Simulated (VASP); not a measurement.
# Lu (Im-3m) in VASP: single point with r2SCAN

Aim: the single point of Lu with r2SCAN.

Everything below comes from runs of VASP 6.6.1. Logs are shortened: lines on timing, memory, paths and dates and some standing lists are left out, and cuts for length are marked.

## (1) The cell of the first run

The structure is cubic, space group Im-3m (No. 229). Conventional cell: a = 3.908 Å, b = 3.908 Å, c = 3.908 Å, α = 90.00°, β = 90.00°, γ = 90.00°. Lu (site symmetry m-3m) has 14 Lu at 3.38 to 3.91 Å within 4.4 Å.

This isn't the form of Lu at room conditions, which is hcp.

## (2) Single point, r2SCAN

File POSCAR:

```
Lu
1.0
   -1.9541071100      1.9541071100      1.9541071100
    1.9541071100     -1.9541071100      1.9541071100
    1.9541071100      1.9541071100     -1.9541071100
Lu
1
Direct
   -0.0172786022     -0.0000522567      0.0263228235
```

File INCAR.step1:

```
ALGO = Normal
EDIFF = 1E-4
ENCUT = 520
GGA = PE
ISMEAR = -1
LASPH = True
LCHARG = False
LREAL = False
LWAVE = True
NBANDS = 18
NELM = 60
PREC = Accurate
SIGMA = 0.1
```

File INCAR.step2:

```
ALGO = Normal
EDIFF = 1E-6
ENCUT = 520
ISIF = 2
ISMEAR = -1
ISTART = 1
LASPH = True
LCHARG = False
LMIXTAU = True
LREAL = False
LWAVE = False
METAGGA = R2SCAN
NBANDS = 18
NELM = 60
PREC = Accurate
SIGMA = 0.1
```

File KPOINTS:

```
k-points
0
Gamma
  7 7 7
```

Potentials or basis: VASP PAW PBE potentials, release 64 (Lu).

Run with:

```sh
cat potpaw_PBE.64/Lu/POTCAR > POTCAR
cp INCAR.step1 INCAR
mpirun -np 1 vasp_std > vasp.out
cp INCAR.step2 INCAR
mpirun -np 1 vasp_std > vasp.out
```

OUTCAR:

```text
EDIFF = 1E-6
   ENCUT = 520
   ISIF = 2
   ISMEAR = -1
   ISTART = 1
   LASPH = True
   LREAL = False
   METAGGA = R2SCAN
   NELM = 60
   PREC = Accurate

 ion  position               nearest neighbor table
   1  0.983  1.000  0.026-

  LATTYP: Found a body centered cubic cell.
 ALAT       =     3.9082142200

  Lattice vectors:

 A1 = (  -1.9541071100,   1.9541071100,   1.9541071100)
 A2 = (   1.9541071100,  -1.9541071100,   1.9541071100)
 A3 = (   1.9541071100,   1.9541071100,  -1.9541071100)

Analysis of symmetry for initial positions (statically):
=====================================================================
 Subroutine PRICEL returns:
 Original cell was already a primitive cell.

 Routine SETGRP: Setting up the symmetry group for a
 body centered cubic supercell.

 Subroutine GETGRP returns: Found 48 space group operations
 (whereof  1 operations were pure point group operations)
 out of a pool of 48 trial point group operations.

The static configuration has the point symmetry C_1 .
 The point group associated with its full space group is O_h .

Analysis of symmetry for dynamics (positions and initial velocities):
=====================================================================
 Subroutine PRICEL returns:
 Original cell was already a primitive cell.

 Routine SETGRP: Setting up the symmetry group for a
 body centered cubic supercell.

 Subroutine GETGRP returns: Found 48 space group operations
 (whereof  1 operations were pure point group operations)
 out of a pool of 48 trial point group operations.

The dynamic configuration has the point symmetry C_1 .
 The point group associated with its full space group is O_h .

 Subroutine INISYM returns: Found 48 space group operations
 (whereof  1 operations are pure point group operations),
 and found     1 'primitive' translations

----------------------------------------------------------------------------------------

                                     Primitive cell

  volume of cell :      29.8473

  direct lattice vectors                    reciprocal lattice vectors
    -1.954107110  1.954107110  1.954107110     0.000000000  0.255871338  0.255871338
[... 70 lines left out ...]
   PREC   = accura    normal or accurate (medium, high low for compatibility)
   ISTART =      1    job   : 0-new  1-cont  2-samecut
   ICHARG =      0    charge: 1-file 2-atom 10-const
   ISPIN  =      1    spin polarized calculation?
   LNONCOLLINEAR =      F non collinear calculations
   LSORBIT =      F    spin-orbit coupling
   LASPH  =      T    aspherical Exc in radial PAW
   ENCUT  =  520.0 eV  38.22 Ry    6.18 a.u.   6.29  6.29  6.29*2*pi/ulx,y,z
   NELM   =     60;   NELMIN=  2; NELMDL=  0     # of ELM steps
   EDIFF  = 0.1E-05   stopping-criterion for ELM
   LREAL  =      F    real-space projection
   EDIFFG = 0.1E-04   stopping-criterion for IOM
   NSW    =      0    number of steps for IOM
   IBRION =     -1    ionic relax: 0-MD 1-quasi-New 2-CG
   NFREE  =      0    steps in history (QN), initial steepest desc. (CG)
   ISIF   =      2    stress and relaxation
   ISYM   =      2    0-nonsym 1-usesym 2-fastsym
   POTIM  = 0.5000    time-step for ionic-motion
   TEBEG  =    0.0;   TEEND  =   0.0 temperature during run
   PSTRESS=    0.0 pullay stress
   NELECT =      25.0000    total number of electrons
   NUPDOWN=      -1.0000    fix difference up-down
   EMIN   =  10.00;   EMAX   =-10.00  energy-range for DOS
   EFERMI =   0.00;   METHOD = LEGACY
   ISMEAR =    -1;   SIGMA  =   0.10  broadening in eV -4-tet -1-fermi 0-gaus
   EFERMI_NEDOS =   21; number of points for ismear=-14 and -15
   IALGO  =     38    algorithm
   IMIX   =      4    mixing-type and parameters
     AMIX     =   0.40;   BMIX     =  1.00
     AMIX_MAG =   1.60;   BMIX_MAG =  1.00
  volume/ion in A,a.u.               =      29.85       201.42
  Fermi-wavevector in a.u.,A,eV,Ry     =   1.543191  2.916209 32.401456  2.381440
  Thomas-Fermi vector in A             =   2.648889
   LORBIT       =      0    0 simple, 1 ext, 2 COOP (PROOUT), +10 PAW based schemes
   METAGGA = R2SCAN    functional components
   LHFCALC =     F    Hartree Fock is set to
   AEXX    =    0.0000 exact exchange contribution
   IVDW    =     0    specifies the selected vdW correction
   LEPSILON=     F    determine dielectric tensor
   LRPA    =     F    only Hartree local field effects (RPA)
 non-spin polarized calculation
  energy-cutoff  :      520.00
  volume of cell :       29.85
 maximum number of plane-waves:       812
 NGX is ok and might be reduce to    28
   NGX = 13   NGY = 13   NGZ = 13

 number of electron      25.0000000 magnetization

 Free energy of the ion-electron system (eV)
  ---------------------------------------------------
  ext. energy  EPLUGINS =         0.00000000
  ---------------------------------------------------
  free energy    TOTEN  =       -37.97940693 eV

  energy without entropy =      -37.91437319  energy(sigma->0) =      -37.94689006

 E-fermi :   2.2265     XC(G=0): -11.4690

 val. band max:        2.1581586044   @ k =   0.2857   0.1429   0.1429
 cond. band min:       2.2828105917   @ k =   0.4286   0.1429   0.0000
 fundamental gap:      0.1246519872
 Fermi energy:         2.2264847809

 k-point     1 :       0.0000    0.0000    0.0000
  band No.  band energies     occupation
      1     -55.9505      2.00000
      2     -25.7189      2.00000
      3     -25.7189      2.00000
      4     -25.7188      2.00000
      5      -4.1325      2.00000
      6      -3.1862      2.00000
[... 397 lines left out ...]
      5      -3.1926      2.00000
      6      -3.1493      2.00000
[... 10 lines left out ...]
     17       8.6249      0.00000
     18      10.5584      0.00000

------------------------ aborting loop because EDIFF is reached ----------------------------------------

  FORCE on cell =-STRESS in cart. coord.  units (eV):
  Direction    XX          YY          ZZ          XY          YZ          ZX
  --------------------------------------------------------------------------------------
  -------------------------------------------------------------------------------------
  Total       -0.0160237     -0.0160237     -0.0160237      0.0000000      0.0000000      0.0000000
  in kB       -0.8601382     -0.8601382     -0.8601382      0.0000000      0.0000000      0.0000000
  external PRESSURE =      -0.8601382 kB  Pullay stress =       0.0000000 kB

 VOLUME and BASIS-vectors are now :
 -----------------------------------------------------------------------------
  energy-cutoff  :      520.00
  volume of cell :       29.85
      direct lattice vectors                 reciprocal lattice vectors
    -1.954107110  1.954107110  1.954107110     0.000000000  0.255871338  0.255871338
     1.954107110 -1.954107110  1.954107110     0.255871338  0.000000000  0.255871338
     1.954107110  1.954107110 -1.954107110     0.255871338  0.255871338  0.000000000

 POSITION                                       TOTAL-FORCE (eV/Angst)
 -----------------------------------------------------------------------------------
      0.08510      0.01778      3.82291         0.000000     -0.000000      0.000000
 -----------------------------------------------------------------------------------
    total drift:                               -0.000013     -0.000030      0.000015

  FREE ENERGIE OF THE ION-ELECTRON SYSTEM (eV)
  ---------------------------------------------------
  free  energy   TOTEN  =       -37.9794069261 eV

  energy  without entropy=      -37.9143731861  energy(sigma->0) =      -37.94689006
```

It took 31 s on 1 thread of Intel Xeon 6975P-C (Granite Rapids), shared host; peak memory 0.17 GiB.

Results:

| Item | Value |
| --- | --- |
| Free energy | -37.9794 eV |
| Pressure | -0.1 GPa |
| Band gap on the k mesh | zero (an odd number of electrons rules out a gap without spin polarisation) |

Caveat: the PAW data sets were made with another functional, which shifts forces and pressure a little; spin-orbit coupling is left out, which moves the levels of the heavy elements.

The gap in the log of VASP goes by the Fermi energy; the results here count the filled bands.